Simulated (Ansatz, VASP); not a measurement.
One calculation of CdSe, two programs

```
CELL_PARAMETERS angstrom
4.30214 0.00000 0.00000
-2.15107 3.72576 0.00000
0.00000 0.00000 7.02146
ATOMIC_POSITIONS crystal
Cd 0.33333 0.66667 0.96285
Cd 0.66667 0.33333 0.46285
Se 0.33333 0.66667 0.41315
Se 0.66667 0.33333 0.91315
```

Change from the starting cell: polar distortion scaled by 0.40.

Alike in both runs: task single point; functional LDA; k mesh 9 × 9 × 6; no spin polarisation.

|  | VASP | Ansatz |
| --- | --- | --- |
| version | VASP 6.6.1 | Ansatz 0.2.0 |
| potentials or method | VASP PAW LDA potentials, release 64 (Cd, Se), cutoff 520 eV | scalar-relativistic, plane waves, PAW |
| occupations | gaussian, width 0.01 eV | fixed |
| valence electrons in the cell | 36 | 72 |

```csv
,VASP,Ansatz,Ansatz less VASP
gap on the k mesh at the Fermi level (eV),0.72,0.69,-0.033
least direct gap on the mesh (eV),0.72,0.69,-0.033
pressure (GPa),1.2,0.6,-0.52
"traceless stress, the component that is largest in VASP (GPa)",-4.87,-4.47,+0.405
rms of the force components (eV/Å),0.376,0.362,-0.0141
```

Ansatz warns that its potentials were made for another functional, while VASP's fit it. LDA's correlation is that of Perdew and Zunger in VASP and of Perdew and Wang (1992) in Ansatz. Atom by atom the forces differ by 0.014 eV/Å (rms over components). VASP's potentials hold 36 valence electrons a cell and Ansatz's 72, so a difference there can come from the potentials and not from the codes.
